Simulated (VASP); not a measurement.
# CuI (Marshite) (F-43m) in VASP: vibrations by perturbation theory with PBE

Aim: the vibrations by perturbation theory of CuI (Marshite) with PBE.

All numbers are computed with VASP 6.6.1; they aren't measurements. Logs are shortened: lines on timing, memory, paths and dates and some standing lists are left out, and cuts for length are marked.

## (1) The cell of the first run

Symmetry: F-43m, No. 216, cubic system. Conventional cell: a = 6.079 Å, b = 6.079 Å, c = 6.079 Å, α = 90.00°, β = 90.00°, γ = 90.00°. Within 3.5 Å of Cu (site symmetry -43m) lie 4 I at 2.63 Å. I (site symmetry -43m) has 4 Cu at 2.63 Å within 3.5 Å.

## (2) Vibrations by perturbation theory, PBE

INCAR reads:

```
SYSTEM = CuI
PREC = Accurate
ENCUT = 600
EDIFF = 1E-8
ISMEAR = 0
SIGMA = 0.01
LREAL = .FALSE.
LASPH = .TRUE.
NELM = 120
ALGO = Normal
ISIF = 2
LWAVE = .FALSE.
LCHARG = .FALSE.
GGA = PE
IBRION = 8
NSW = 1
LEPSILON = .TRUE.
GGA_COMPAT = .FALSE.
```

KPOINTS reads:

```
regular mesh
0
G
  8 8 8
  0 0 0
```

POSCAR reads:

```
CuI
1.0
    0.0000000000      3.0394678740      3.0394678740
    3.0394678740      0.0000000000      3.0394678740
    3.0394678740      3.0394678740      0.0000000000
Cu I
1 1
Direct
    0.2500000000      0.2500000000      0.2500000000
    0.0000000000      0.0000000000      0.0000000000
```

Potentials or basis: VASP PAW PBE potentials, release 64 (Cu, I).

Launch:

```
> cat potpaw_PBE.64/Cu/POTCAR potpaw_PBE.64/I/POTCAR > POTCAR
> mpirun -np 1 vasp_std > vasp.out
```

OUTCAR:

```text
SYSTEM = CuI
   PREC = Accurate
   ENCUT = 600
   EDIFF = 1E-8
   ISMEAR = 0
   LREAL = .FALSE.
   LASPH = .TRUE.
   NELM = 120
   ISIF = 2
   GGA = PE
   IBRION = 8
   NSW = 1
   LEPSILON = .TRUE.

 ion  position               nearest neighbor table
   1  0.250  0.250  0.250-   2 2.63   2 2.63   2 2.63   2 2.63
   2  0.000  0.000  0.000-   1 2.63   1 2.63   1 2.63   1 2.63

  LATTYP: Found a face centered cubic cell.
 ALAT       =     6.0789357480

  Lattice vectors:

 A1 = (   0.0000000000,   3.0394678740,   3.0394678740)
 A2 = (   3.0394678740,   0.0000000000,   3.0394678740)
 A3 = (   3.0394678740,   3.0394678740,   0.0000000000)

Analysis of symmetry for initial positions (statically):
=====================================================================
 Subroutine PRICEL returns:
 Original cell was already a primitive cell.

 Routine SETGRP: Setting up the symmetry group for a
 face centered cubic supercell.

 Subroutine GETGRP returns: Found 24 space group operations
 (whereof 24 operations were pure point group operations)
 out of a pool of 48 trial point group operations.

The static configuration has the point symmetry T_d .

Analysis of symmetry for dynamics (positions and initial velocities):
=====================================================================
 Subroutine PRICEL returns:
 Original cell was already a primitive cell.

 Routine SETGRP: Setting up the symmetry group for a
 face centered cubic supercell.

 Subroutine GETGRP returns: Found 24 space group operations
 (whereof 24 operations were pure point group operations)
 out of a pool of 48 trial point group operations.

The dynamic configuration has the point symmetry T_d .

 Subroutine INISYM returns: Found 24 space group operations
 (whereof 24 operations are pure point group operations),
 and found     1 'primitive' translations

----------------------------------------------------------------------------------------

                                     Primitive cell

  volume of cell :      56.1594

  direct lattice vectors                    reciprocal lattice vectors
     0.000000000  3.039467874  3.039467874    -0.164502479  0.164502479  0.164502479
     3.039467874  0.000000000  3.039467874     0.164502479 -0.164502479  0.164502479
     3.039467874  3.039467874  0.000000000     0.164502479  0.164502479 -0.164502479

  length of vectors
     4.298456690  4.298456690  4.298456690     0.284926652  0.284926652  0.284926652

  position of ions in fractional coordinates (direct lattice)
     0.250000000  0.250000000  0.250000000
     0.000000000  0.000000000  0.000000000

  ion indices of the primitive-cell ions
   primitive index   ion index
                 1           1
                 2           2

----------------------------------------------------------------------------------------

 KPOINTS: regular mesh

Automatic generation of k-mesh.
 Grid dimensions read from file:
 generate k-points for:    8    8    8

 Generating k-lattice:

  Cartesian coordinates                     Fractional coordinates (reciprocal lattice)
    -0.020562810  0.020562810  0.020562810     0.125000000  0.000000000  0.000000000
     0.020562810 -0.020562810  0.020562810     0.000000000  0.125000000  0.000000000
     0.020562810  0.020562810 -0.020562810     0.000000000  0.000000000  0.125000000

  Length of vectors
     0.035615831  0.035615831  0.035615831

  Shift w.r.t. Gamma in fractional coordinates (k-lattice)
     0.000000000  0.000000000  0.000000000

 Subroutine IBZKPT returns following result:
 ===========================================

 Found     29 irreducible k-points:

 Following reciprocal coordinates:
[... 490 lines left out ...]
  energy-cutoff  :      600.00
  volume of cell :       56.16
      direct lattice vectors                 reciprocal lattice vectors
     0.000000000  3.039467874  3.039467874    -0.164502479  0.164502479  0.164502479
     3.039467874  0.000000000  3.039467874     0.164502479 -0.164502479  0.164502479
     3.039467874  3.039467874  0.000000000     0.164502479  0.164502479 -0.164502479

 POSITION                                       TOTAL-FORCE (eV/Angst)
 -----------------------------------------------------------------------------------
      1.51973      1.51973      1.51973         0.000000     -0.000000     -0.000000
      0.00000      0.00000      0.00000        -0.000000      0.000000      0.000000
 -----------------------------------------------------------------------------------
    total drift:                                0.000000      0.000000      0.000000

  FREE ENERGIE OF THE ION-ELECTRON SYSTEM (eV)
  ---------------------------------------------------
  free  energy   TOTEN  =        -5.5625688637 eV

  energy  without entropy=       -5.5625688637  energy(sigma->0) =       -5.56256886

 HEAD OF MICROSCOPIC STATIC DIELECTRIC TENSOR (INDEPENDENT PARTICLE, excluding Hartree and local field effects)
 ------------------------------------------------------
           6.873439     0.000000    -0.000000
           0.000000     6.873439     0.000000
          -0.000000     0.000000     6.873439
 ------------------------------------------------------

 Free energy of the ion-electron system (eV)
  ---------------------------------------------------
  ---------------------------------------------------
  free energy    TOTEN  =        -0.91971194 eV

  energy without entropy =       -0.91971194

------------------------ aborting loop because EDIFF is reached ----------------------------------------

--------------------------------------- Ionic step        2  -------------------------------------------

------------------------ aborting loop because EDIFF is reached ----------------------------------------

--------------------------------------- Ionic step        3  -------------------------------------------

------------------------ aborting loop because EDIFF is reached ----------------------------------------

 PIEZOELECTRIC TENSOR FIELD DIRECTION 3  (e Angst)
 -----------------------------------------------------------------------------
    -0.00363  1.17826  0.00000           (  0.00000 -0.09667  0.00000)
     1.17826 -0.00363  0.00000           ( -0.09667  0.00000  0.00000)
     0.00000  0.00000  0.00229           (  0.00000  0.00000 -0.00001)

 PIEZOELECTRIC TENSOR FIELD DIRECTION 3  (C/m^2)
 -----------------------------------------------------------------------------
    -0.00104  0.33615  0.00000
     0.33615 -0.00104  0.00000
     0.00000  0.00000  0.00065

--------------------------------------- Ionic step        4  -------------------------------------------

------------------------ aborting loop because EDIFF is reached ----------------------------------------

[... ionic steps 5 to 6 ...]

--------------------------------------- Ionic step        7  -------------------------------------------

 Free energy of the ion-electron system (eV)
  ---------------------------------------------------
  ---------------------------------------------------
  free energy    TOTEN  =        -0.07875771 eV

  energy without entropy =       -0.07875771

------------------------ aborting loop because EDIFF is reached ----------------------------------------

 INTERNAL STRAIN TENSOR  FOR ION    2  DIRECTION 1   (eV/Angst):
 -----------------------------------------------------------------------------
    -0.00702  0.00000  0.00000
     0.00000  0.01394  2.80420
     0.00000  2.80420  0.01394

 MACROSCOPIC STATIC DIELECTRIC TENSOR (including local field effects in DFT)
 ------------------------------------------------------
           6.528014     0.000000    -0.000000
          -0.000000     6.528014     0.000000
          -0.000000    -0.000000     6.528014
 ------------------------------------------------------

 PIEZOELECTRIC TENSOR (including local field effects)  for field in x, y, z        (e  Angst)
          XX          YY          ZZ          XY          YZ          ZX
  --------------------------------------------------------------------------------
  x     0.00000    -0.00000    -0.00000     0.00000     1.21452     0.00000
  y     0.00000     0.00000     0.00000     0.00000     0.00000     1.21452
  z     0.00000     0.00000    -0.00000     1.21452     0.00000     0.00000

 PIEZOELECTRIC TENSOR (including local field effects)  for field in x, y, z        (C/m^2)
          XX          YY          ZZ          XY          YZ          ZX
  --------------------------------------------------------------------------------
  x     0.00000    -0.00000    -0.00000     0.00000     0.34649     0.00000
  y     0.00000     0.00000     0.00000     0.00000     0.00000     0.34649
  z     0.00000     0.00000    -0.00000     0.34649     0.00000     0.00000

 BORN EFFECTIVE CHARGES (including local field effects) (in |e|, cummulative output)
 ---------------------------------------------------------------------------------
 ion    1
    1     1.13506    -0.00000     0.00000
    2    -0.00000     1.13506    -0.00000
    3     0.00000    -0.00000     1.13506
 ion    2
    1    -1.13506     0.00000    -0.00000
    2     0.00000    -1.13506     0.00000
    3    -0.00000     0.00000    -1.13506

 INTERNAL STRAIN TENSOR FOR ION    2 for displacements in x,y,z  (eV/Angst):
          X           Y           Z          XY          YZ          ZX
  --------------------------------------------------------------------------------
  x    -0.00000     0.00000     0.00000     0.00000     2.80420     0.00000
  y     0.00000    -0.00000     0.00000     0.00000     0.00000     2.80420
  z     0.00000     0.00000    -0.00000     2.80420     0.00000     0.00000

 SECOND DERIVATIVES (NOT SYMMETRIZED)
 ------------------------------------
               1X          1Y          1Z          2X          2Y          2Z
  1X    -2.367231    0.000000    0.000000    2.367231    0.000000    0.000000
  1Y     0.000000   -2.367231    0.000000    0.000000    2.367231    0.000000
  1Z     0.000000    0.000000   -2.367231    0.000000    0.000000    2.367231
  2X     2.345514    0.000000    0.000000   -2.345514    0.000000    0.000000
  2Y     0.000000    2.345514    0.000000    0.000000   -2.345514    0.000000
  2Z     0.000000    0.000000    2.345514    0.000000    0.000000   -2.345514

 Eigenvectors and eigenvalues of the dynamical matrix
 ----------------------------------------------------

   1 f  =    3.690754 THz    23.189689 2PiTHz  123.110292 cm-1    15.263724 meV
             X         Y         Z           dx          dy          dz
      1.519734  1.519734  1.519734     0.000000    0.817546    0.000000
      0.000000  0.000000  0.000000     0.000000   -0.575863    0.000000
[... 21 lines left out ...]
   6 f/i=    0.008007 THz     0.050311 2PiTHz    0.267093 cm-1     0.033115 meV
             X         Y         Z           dx          dy          dz
      1.519734  1.519734  1.519734     0.000000    0.000000   -0.575863
      0.000000  0.000000  0.000000     0.000000    0.000000   -0.817546

--------------------------------------------------------------------------------------------------------

 MACROSCOPIC STATIC DIELECTRIC TENSOR IONIC CONTRIBUTION
 ------------------------------------------------------
           1.761698    -0.000000     0.000000
          -0.000000     1.761698    -0.000000
           0.000000    -0.000000     1.761698
 ------------------------------------------------------

 ELASTIC MODULI CONTR FROM IONIC RELAXATION (kBar)
 Direction    XX          YY          ZZ          XY          YZ          ZX
 --------------------------------------------------------------------------------
 XX          -0.0000      0.0000      0.0000     -0.0000      0.0000     -0.0000
 YY           0.0000     -0.0000      0.0000     -0.0000     -0.0000      0.0000
 ZZ           0.0000      0.0000     -0.0000      0.0000     -0.0000     -0.0000
 XY          -0.0000     -0.0000      0.0000   -106.0692     -0.0000      0.0000
 YZ           0.0000     -0.0000     -0.0000     -0.0000   -106.0692      0.0000
 ZX          -0.0000      0.0000     -0.0000      0.0000      0.0000   -106.0692
 --------------------------------------------------------------------------------

 PIEZOELECTRIC TENSOR IONIC CONTR  for field in x, y, z        (C/m^2)
          XX          YY          ZZ          XY          YZ          ZX
  --------------------------------------------------------------------------------
  x     0.00000    -0.00000    -0.00000    -0.00000    -0.40675     0.00000
  y    -0.00000     0.00000    -0.00000     0.00000     0.00000    -0.40675
  z    -0.00000    -0.00000     0.00000    -0.40675    -0.00000     0.00000
```

Run time: 26 min. Hardware: 1 thread of Intel Xeon 8259CL, shared host; peak memory 0.41 GiB.

Results:

```
Electronic dielectric tensor (diagonal)                 : 6.53
Born charges (mean of the diagonal)                     : Cu +1.14; I -1.14 e
Highest phonon frequency at Γ, LO-TO splitting left out : 123 cm⁻¹
```

Phonon frequencies in cm⁻¹ (negative: imaginary):
```
              q point        frequencies
(0.000, 0.000, 0.000)  0 0 0 123 123 123
```

Electronic dielectric tensor:
```
6.53 0.00 0.00
0.00 6.53 0.00
0.00 0.00 6.53
```

Born effective charge tensors (e):
atom 1, Cu
```
1.14 0.00 0.00
0.00 1.14 0.00
0.00 0.00 1.14
```
atom 2, I
```
-1.14  0.00  0.00
 0.00 -1.14  0.00
 0.00  0.00 -1.14
```

Caveat: spin-orbit coupling is left out, which moves the levels of the heavy elements.
